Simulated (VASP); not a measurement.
Crystal: W.

```
W
1.0
    -1.58234    1.58234    1.58234
     1.58234   -1.58234    1.58234
     1.58234    1.58234   -1.58234
W
1
Direct
  0.00000 0.00000 0.00000
```

```yaml
Program: VASP 6.6.1
Task: relaxation of cell and atoms
Functional: LDA
Potentials_or_basis: VASP PAW LDA potentials, release 64 (W_sv)
Cutoff: 600 eV
k_mesh: 8 × 8 × 8
Occupations: gaussian, width 0.1 eV
Spin: no spin polarisation
```

At the start: pressure -6.5 GPa; volume 15.85 Å³/atom.

Task: How do energy, volume and symmetry change on relaxing?

Result: Over 3 steps the energy falls by 6.4 meV/atom and the volume is 15.55 Å³/atom (-1.9 %); space group Im-3m (No. 229, to 0.05 Å).

Step by step:
```csv
step,energy change (eV),largest force (eV/Å),pressure (GPa),volume (Å³)
1,0.0000,0.0000,-6.47,15.85
2,0.0903,0.0000,29.74,14.43
3,-0.0064,0.0000,-0.23,15.55
```

Final structure:
```
CELL_PARAMETERS angstrom
-1.57229 1.57229 1.57229
1.57229 -1.57229 1.57229
1.57229 1.57229 -1.57229
ATOMIC_POSITIONS crystal
W 0.00000 0.00000 0.00000
```
